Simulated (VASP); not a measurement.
# NaH in VASP: a series of runs

Runs on NaH. Level: PBE. Tasks: single point.

All numbers are computed with VASP 6.6.1; they aren't measurements. Logs are shortened: lines on timing, memory, paths and dates and some standing lists are left out, and cuts for length are marked.

## Step 1: The cell of the first run

Symmetry: Fm-3m, No. 225, cubic system. The conventional cell has a = 4.795 Å, b = 4.795 Å, c = 4.795 Å, α = 90.00°, β = 90.00°, γ = 90.00°. Within 3.2 Å of Na (site symmetry m-3m) lie 6 H at 2.40 Å. H (site symmetry m-3m) has 6 Na at 2.40 Å within 3.2 Å.

## Step 2: Single point, PBE

INCAR

```
SYSTEM = NaH
PREC = Accurate
ENCUT = 520
EDIFF = 1E-7
ISMEAR = 0
SIGMA = 0.01
LREAL = .FALSE.
LASPH = .TRUE.
NELM = 80
ALGO = Normal
ISIF = 2
LWAVE = .FALSE.
LCHARG = .TRUE.
GGA = PE
LELF = .TRUE.
LVHAR = .TRUE.
NBANDS = 11
```

KPOINTS

```
Automatic mesh
0
G
  6 6 6
  0 0 0
```

POSCAR

```
NaH
1.0
    0.0000000000      2.3975122873      2.3975122873
    2.3975122873      0.0000000000      2.3975122873
    2.3975122873      2.3975122873      0.0000000000
Na H
1 1
Direct
    0.0000000000      0.0000000000      0.0000000000
    0.5000000000      0.5000000000      0.5000000000
```

Potentials or basis: VASP PAW PBE potentials, release 64 (Na_pv, H).

On the command line:

```sh
> cat potpaw_PBE.64/Na_pv/POTCAR potpaw_PBE.64/H/POTCAR > POTCAR
> mpirun -np 1 vasp_std > vasp.out
```

OUTCAR:

```text
SYSTEM = NaH
   PREC = Accurate
   ENCUT = 520
   EDIFF = 1E-7
   ISMEAR = 0
   LREAL = .FALSE.
   LASPH = .TRUE.
   NELM = 80
   ISIF = 2
   GGA = PE

 ion  position               nearest neighbor table
   1  0.000  0.000  0.000-
   2  0.500  0.500  0.500-

  LATTYP: Found a face centered cubic cell.
 ALAT       =     4.7950245746

  Lattice vectors:

 A1 = (   0.0000000000,   2.3975122873,   2.3975122873)
 A2 = (   2.3975122873,   0.0000000000,   2.3975122873)
 A3 = (   2.3975122873,   2.3975122873,   0.0000000000)

Analysis of symmetry for initial positions (statically):
=====================================================================
 Subroutine PRICEL returns:
 Original cell was already a primitive cell.

 Routine SETGRP: Setting up the symmetry group for a
 face centered cubic supercell.

 Subroutine GETGRP returns: Found 48 space group operations
 (whereof 48 operations were pure point group operations)
 out of a pool of 48 trial point group operations.

The static configuration has the point symmetry O_h .

Analysis of symmetry for dynamics (positions and initial velocities):
=====================================================================
 Subroutine PRICEL returns:
 Original cell was already a primitive cell.

 Routine SETGRP: Setting up the symmetry group for a
 face centered cubic supercell.

 Subroutine GETGRP returns: Found 48 space group operations
 (whereof 48 operations were pure point group operations)
 out of a pool of 48 trial point group operations.

The dynamic configuration has the point symmetry O_h .

 Subroutine INISYM returns: Found 48 space group operations
 (whereof 48 operations are pure point group operations),
 and found     1 'primitive' translations

----------------------------------------------------------------------------------------

                                     Primitive cell

  volume of cell :      27.5621

  direct lattice vectors                    reciprocal lattice vectors
     0.000000000  2.397512287  2.397512287    -0.208549505  0.208549505  0.208549505
     2.397512287  0.000000000  2.397512287     0.208549505 -0.208549505  0.208549505
     2.397512287  2.397512287  0.000000000     0.208549505  0.208549505 -0.208549505

  length of vectors
     3.390594393  3.390594393  3.390594393     0.361218338  0.361218338  0.361218338

  position of ions in fractional coordinates (direct lattice)
     0.000000000  0.000000000  0.000000000
     0.500000000  0.500000000  0.500000000

  ion indices of the primitive-cell ions
   primitive index   ion index
                 1           1
                 2           2

----------------------------------------------------------------------------------------

 KPOINTS: Automatic mesh

Automatic generation of k-mesh.
 Grid dimensions read from file:
 generate k-points for:    6    6    6

 Generating k-lattice:

  Cartesian coordinates                     Fractional coordinates (reciprocal lattice)
    -0.034758251  0.034758251  0.034758251     0.166666667  0.000000000  0.000000000
     0.034758251 -0.034758251  0.034758251     0.000000000  0.166666667  0.000000000
     0.034758251  0.034758251 -0.034758251     0.000000000  0.000000000  0.166666667

  Length of vectors
     0.060203056  0.060203056  0.060203056

  Shift w.r.t. Gamma in fractional coordinates (k-lattice)
     0.000000000  0.000000000  0.000000000

 Subroutine IBZKPT returns following result:
 ===========================================

 Found     16 irreducible k-points:

 Following reciprocal coordinates:
            Coordinates               Weight
  0.000000  0.000000  0.000000      1.000000
  0.166667  0.000000  0.000000      8.000000
  0.333333  0.000000  0.000000      8.000000
  0.500000  0.000000  0.000000      4.000000
  0.166667  0.166667  0.000000      6.000000
  0.333333  0.166667  0.000000     24.000000
[... 8 lines left out ...]
 -0.333333  0.333333  0.166667     24.000000
 -0.333333  0.500000  0.166667     12.000000
   k-points           NKPTS =     16   k-points in BZ     NKDIM =     16   number of bands    NBANDS=     11
   number of dos      NEDOS =    301   number of ions     NIONS =      2
   total plane-waves  NPLWV =  21952
   dimension x,y,z NGX =    28 NGY =   28 NGZ =   28
   dimension x,y,z NGXF=    56 NGYF=   56 NGZF=   56
   ions per type =               1   1
   NGX,Y,Z   is equivalent  to a cutoff of  13.73, 13.73, 13.73 a.u.
   NGXF,Y,Z  is equivalent  to a cutoff of  27.46, 27.46, 27.46 a.u.
 SYSTEM =  NaH
   PREC   = accura    normal or accurate (medium, high low for compatibility)
   ISTART =      0    job   : 0-new  1-cont  2-samecut
   ICHARG =      2    charge: 1-file 2-atom 10-const
   ISPIN  =      1    spin polarized calculation?
   LNONCOLLINEAR =      F non collinear calculations
   LSORBIT =      F    spin-orbit coupling
   LASPH  =      T    aspherical Exc in radial PAW
   ENCUT  =  520.0 eV  38.22 Ry    6.18 a.u.   6.30  6.30  6.30*2*pi/ulx,y,z
   NELM   =     80;   NELMIN=  2; NELMDL= -5     # of ELM steps
   EDIFF  = 0.1E-06   stopping-criterion for ELM
   LREAL  =      F    real-space projection
   EDIFFG = 0.1E-05   stopping-criterion for IOM
   NSW    =      0    number of steps for IOM
   IBRION =     -1    ionic relax: 0-MD 1-quasi-New 2-CG
   NFREE  =      0    steps in history (QN), initial steepest desc. (CG)
   ISIF   =      2    stress and relaxation
   ISYM   =      2    0-nonsym 1-usesym 2-fastsym
   POTIM  = 0.5000    time-step for ionic-motion
   TEBEG  =    0.0;   TEEND  =   0.0 temperature during run
   PSTRESS=    0.0 pullay stress
   NELECT =       8.0000    total number of electrons
   NUPDOWN=      -1.0000    fix difference up-down
   EMIN   =  10.00;   EMAX   =-10.00  energy-range for DOS
   EFERMI =   0.00;   METHOD = LEGACY
   ISMEAR =     0;   SIGMA  =   0.01  broadening in eV -4-tet -1-fermi 0-gaus
   EFERMI_NEDOS =   21; number of points for ismear=-14 and -15
   IALGO  =     38    algorithm
   IMIX   =      4    mixing-type and parameters
     AMIX     =   0.40;   BMIX     =  1.00
     AMIX_MAG =   1.60;   BMIX_MAG =  1.00
  volume/ion in A,a.u.               =      13.78        93.00
  Fermi-wavevector in a.u.,A,eV,Ry     =   1.083929  2.048328 15.985500  1.174901
  Thomas-Fermi vector in A             =   2.220006
   LORBIT       =      0    0 simple, 1 ext, 2 COOP (PROOUT), +10 PAW based schemes
   GGA     = PE    functional components
   LHFCALC =     F    Hartree Fock is set to
   AEXX    =    0.0000 exact exchange contribution
   IVDW    =     0    specifies the selected vdW correction
   LEPSILON=     F    determine dielectric tensor
   LRPA    =     F    only Hartree local field effects (RPA)
 non-spin polarized calculation
 Gauss-broadening in eV      SIGMA  =   0.01
  energy-cutoff  :      520.00
  volume of cell :       27.56
 maximum number of plane-waves:       754
 NGX is ok and might be reduce to    28
   NGX = 13   NGY = 13   NGZ = 13

 number of electron       7.9999992 magnetization

 Free energy of the ion-electron system (eV)
  ---------------------------------------------------
  ext. energy  EPLUGINS =         0.00000000
  ---------------------------------------------------
  free energy    TOTEN  =        -5.08640471 eV

  energy without entropy =       -5.08640471  energy(sigma->0) =       -5.08640471

 E-fermi :  -1.0215     XC(G=0):  -7.8486

 val. band max:       -1.0857675838   @ k =  -0.3333   0.5000   0.1667
 cond. band min:       2.7610145461   @ k =   0.5000   0.0000   0.0000
 fundamental gap:      3.8467821299
 Fermi energy:        -1.0214958289

 k-point     1 :       0.0000    0.0000    0.0000
  band No.  band energies     occupation
      1     -23.1000      2.00000
      2     -23.1000      2.00000
      3     -23.1000      2.00000
      4      -4.7222      2.00000
      5       9.5872      0.00000
      6      14.7385      0.00000
      7      14.7385      0.00000
      8      14.7385      0.00000
      9      15.6542      0.00000
     10      15.6542      0.00000
     11      15.6542      0.00000

 k-point     2 :       0.1667    0.0000    0.0000
  band No.  band energies     occupation
      1     -23.1257      2.00000
      2     -23.1031      2.00000
      3     -23.1031      2.00000
      4      -4.2407      2.00000
      5       7.9809      0.00000
      6      11.4636      0.00000
      7      13.6308      0.00000
      8      13.6308      0.00000
      9      16.8721      0.00000
     10      16.8721      0.00000
     11      17.2250      0.00000

 k-point     3 :       0.3333    0.0000    0.0000
  band No.  band energies     occupation
      1     -23.1764      2.00000
      2     -23.1091      2.00000
      3     -23.1091      2.00000
      4      -2.9553      2.00000
      5       4.6237      0.00000
      6      10.2046      0.00000
      7      12.7740      0.00000
      8      12.7740      0.00000
      9      16.0911      0.00000
     10      16.0911      0.00000
     11      18.3369      0.00000

 k-point     4 :       0.5000    0.0000    0.0000
  band No.  band energies     occupation
      1     -23.2013      2.00000
      2     -23.1122      2.00000
      3     -23.1122      2.00000
      4      -1.9061      2.00000
      5       2.7610      0.00000
      6       9.9048      0.00000
      7      12.4907      0.00000
      8      12.4907      0.00000
      9      15.5867      0.00000
     10      15.5868      0.00000
     11      18.1632      0.00000

 k-point     5 :       0.1667    0.1667    0.0000
  band No.  band energies     occupation
      1     -23.1248      2.00000
      2     -23.1086      2.00000
      3     -23.1086      2.00000
      4      -4.0870      2.00000
      5       7.9412      0.00000
      6      11.9325      0.00000
      7      12.1072      0.00000
      8      12.1072      0.00000
      9      15.7079      0.00000
     10      17.7849      0.00000
     11      19.6484      0.00000
[... 99 lines left out ...]
 k-point    13 :       0.5000    0.5000    0.0000
  band No.  band energies     occupation
      1     -23.1903      2.00000
      2     -23.1343      2.00000
      3     -23.1343      2.00000
      4      -1.2206      2.00000
      5       3.6455      0.00000
      6       9.0818      0.00000
      7       9.7800      0.00000
      8       9.7800      0.00000
      9      10.9713      0.00000
     10      23.0719      0.00000
     11      24.8590      0.00000

 k-point    14 :       0.5000    0.3333    0.1667
  band No.  band energies     occupation
      1     -23.1736      2.00000
      2     -23.1383      2.00000
      3     -23.1207      2.00000
      4      -2.0405      2.00000
      5       4.8188      0.00000
      6       6.8035      0.00000
      7       9.7795      0.00000
      8      14.6554      0.00000
      9      14.7506      0.00000
     10      17.1171      0.00000
     11      21.0467      0.00000

 k-point    15 :      -0.3333    0.3333    0.1667
  band No.  band energies     occupation
      1     -23.1761      2.00000
      2     -23.1498      2.00000
      3     -23.1263      2.00000
      4      -1.3020      2.00000
      5       4.1228      0.00000
      6       5.9165      0.00000
      7       8.9388      0.00000
      8      14.6632      0.00000
      9      15.8561      0.00000
     10      18.3086      0.00000
     11      20.2266      0.00000

 k-point    16 :      -0.3333    0.5000    0.1667
  band No.  band energies     occupation
      1     -23.1762      2.00000
      2     -23.1483      2.00000
      3     -23.1360      2.00000
      4      -1.0858      2.00000
      5       4.2679      0.00000
      6       6.1632      0.00000
      7       7.8182      0.00000
      8      14.1111      0.00000
      9      14.2860      0.00000
     10      20.0289      0.00000
     11      20.1786      0.00000

------------------------ aborting loop because EDIFF is reached ----------------------------------------

  FORCE on cell =-STRESS in cart. coord.  units (eV):
  Direction    XX          YY          ZZ          XY          YZ          ZX
  --------------------------------------------------------------------------------------
  -------------------------------------------------------------------------------------
  Total        0.0907862      0.0907862      0.0907862      0.0000000      0.0000000      0.0000000
  in kB        5.2773734      5.2773734      5.2773734      0.0000000      0.0000000      0.0000000
  external PRESSURE =       5.2773734 kB  Pullay stress =       0.0000000 kB

 VOLUME and BASIS-vectors are now :
 -----------------------------------------------------------------------------
  energy-cutoff  :      520.00
  volume of cell :       27.56
      direct lattice vectors                 reciprocal lattice vectors
     0.000000000  2.397512287  2.397512287    -0.208549505  0.208549505  0.208549505
     2.397512287  0.000000000  2.397512287     0.208549505 -0.208549505  0.208549505
     2.397512287  2.397512287  0.000000000     0.208549505  0.208549505 -0.208549505

 POSITION                                       TOTAL-FORCE (eV/Angst)
 -----------------------------------------------------------------------------------
      0.00000      0.00000      0.00000         0.000000     -0.000000     -0.000000
      2.39751      2.39751      2.39751        -0.000000      0.000000      0.000000
 -----------------------------------------------------------------------------------
    total drift:                               -0.000000     -0.000000      0.000000

  FREE ENERGIE OF THE ION-ELECTRON SYSTEM (eV)
  ---------------------------------------------------
  free  energy   TOTEN  =        -5.0864047091 eV

  energy  without entropy=       -5.0864047091  energy(sigma->0) =       -5.08640471
```

Run time: 6 s. Hardware: 1 thread of Intel Xeon 6975P-C (Granite Rapids), shared host; peak memory 0.14 GiB.

What came out:

| Property | Result |
| --- | --- |
| Free energy | -5.0864 eV |
| Pressure | 0.5 GPa |
| Band gap on the k mesh | 3.85 eV, indirect (least direct gap 4.67 eV) |

Levels at points of the mesh, in eV from the valence-band top:
```tsv
k point	band 1	band 2	band 3	band 4	band 5	band 6	band 7	band 8	band 9
(0.00, 0.00, 0.00)	-22.01	-22.01	-22.01	-3.64	10.67	15.82	15.82	15.82	16.74
(0.50, 0.00, 0.00)	-22.12	-22.03	-22.03	-0.82	3.85	10.99	13.58	13.58	16.67
(0.50, 0.50, 0.00)	-22.10	-22.05	-22.05	-0.13	4.73	10.17	10.87	10.87	12.06
```

A k mesh can miss the band edges.

## Step 3: Single point, PBE (strain +5.0%)

INCAR

```
ALGO     = Normal         # electronic algorithm
EDIFF    = 1E-7           # SCF threshold, eV
ENCUT    = 520            # plane-wave cutoff, eV
GGA      = PE             # functional
ISIF     = 2              # what is computed and relaxed
ISMEAR   = 0              # smearing method
LASPH    = T              # aspherical terms in the spheres
LCHARG   = F              # write CHGCAR
LREAL    = F              # projectors in reciprocal space
LWAVE    = F              # write WAVECAR
NBANDS   = 11             # bands
NELM     = 60             # most SCF steps
PREC     = Accurate       # precision mode
SIGMA    = 0.01           # smearing width, eV
```

KPOINTS

```
k-points
0
Gamma
  6 6 6
```

POSCAR

```
NaH
1.0
    0.0000000000      2.5173879016      2.5173879016
    2.5173879016      0.0000000000      2.5173879016
    2.5173879016      2.5173879016      0.0000000000
Na H
1 1
Direct
    0.0000000000      0.0000000000      0.0000000000
    0.5000000000      0.5000000000      0.5000000000
```

Potentials or basis: VASP PAW PBE potentials, release 64 (Na_pv, H).

On the command line:

```sh
> cat potpaw_PBE.64/Na_pv/POTCAR potpaw_PBE.64/H/POTCAR > POTCAR
> mpirun -np 1 vasp_std > vasp.out
```

OUTCAR:

```text
EDIFF = 1E-7
   ENCUT = 520
   GGA = PE
   ISIF = 2
   ISMEAR = 0
   LASPH = T
   LREAL = F
   NELM = 60
   PREC = Accurate

 ion  position               nearest neighbor table
   1  0.000  0.000  0.000-
   2  0.500  0.500  0.500-

  LATTYP: Found a face centered cubic cell.
 ALAT       =     5.0347758032

  Lattice vectors:

 A1 = (   0.0000000000,   2.5173879016,   2.5173879016)
 A2 = (   2.5173879016,   0.0000000000,   2.5173879016)
 A3 = (   2.5173879016,   2.5173879016,   0.0000000000)

Analysis of symmetry for initial positions (statically):
=====================================================================
 Subroutine PRICEL returns:
 Original cell was already a primitive cell.

 Routine SETGRP: Setting up the symmetry group for a
 face centered cubic supercell.

 Subroutine GETGRP returns: Found 48 space group operations
 (whereof 48 operations were pure point group operations)
 out of a pool of 48 trial point group operations.

The static configuration has the point symmetry O_h .

[... 160 lines left out ...]
  band No.  band energies     occupation
      1     -23.8062      2.00000
      2     -23.8062      2.00000
      3     -23.8062      2.00000
      4      -4.7574      2.00000
      5       7.9097      0.00000
      6      13.2353      0.00000
      7      13.2353      0.00000
      8      13.2353      0.00000
      9      13.8117      0.00000
     10      13.8117      0.00000
     11      13.8117      0.00000
[... 197 lines left out ...]
 k-point    16 :      -0.3333    0.5000    0.1667
  band No.  band energies     occupation
      1     -23.8524      2.00000
      2     -23.8357      2.00000
      3     -23.8282      2.00000
      4      -1.5145      2.00000
      5       3.5168      0.00000
      6       5.2821      0.00000
      7       6.5071      0.00000
      8      12.3049      0.00000
      9      12.5709      0.00000
     10      17.6923      0.00000
     11      18.1184      0.00000

------------------------ aborting loop because EDIFF is reached ----------------------------------------

  FORCE on cell =-STRESS in cart. coord.  units (eV):
  Direction    XX          YY          ZZ          XY          YZ          ZX
  --------------------------------------------------------------------------------------
  -------------------------------------------------------------------------------------
  Total       -0.4622505     -0.4622505     -0.4622505      0.0000000      0.0000000      0.0000000
  in kB      -23.2117324    -23.2117324    -23.2117324      0.0000000      0.0000000      0.0000000
  external PRESSURE =     -23.2117324 kB  Pullay stress =       0.0000000 kB

 VOLUME and BASIS-vectors are now :
 -----------------------------------------------------------------------------
  energy-cutoff  :      520.00
  volume of cell :       31.91
      direct lattice vectors                 reciprocal lattice vectors
     0.000000000  2.517387902  2.517387902    -0.198618576  0.198618576  0.198618576
     2.517387902  0.000000000  2.517387902     0.198618576 -0.198618576  0.198618576
     2.517387902  2.517387902  0.000000000     0.198618576  0.198618576 -0.198618576

 POSITION                                       TOTAL-FORCE (eV/Angst)
 -----------------------------------------------------------------------------------
      0.00000      0.00000      0.00000        -0.000000      0.000000      0.000000
      2.51739      2.51739      2.51739         0.000000     -0.000000     -0.000000
 -----------------------------------------------------------------------------------
    total drift:                               -0.000000     -0.000000     -0.000000

  FREE ENERGIE OF THE ION-ELECTRON SYSTEM (eV)
  ---------------------------------------------------
  free  energy   TOTEN  =        -5.0592806813 eV

  energy  without entropy=       -5.0592806813  energy(sigma->0) =       -5.05928068
```

Wall time 7.5 s (1 thread of Intel Xeon 6975P-C (Granite Rapids), shared host); peak memory 0.14 GiB.

What came out:

* Free energy: -5.0593 eV
* Pressure: -2.3 GPa
* Band gap on the k mesh: 3.60 eV, indirect (least direct gap 4.35 eV)

Caveat: the cell differs from its parent crystal (strain +5.0%).

(Part 1 of 2 ends here.)
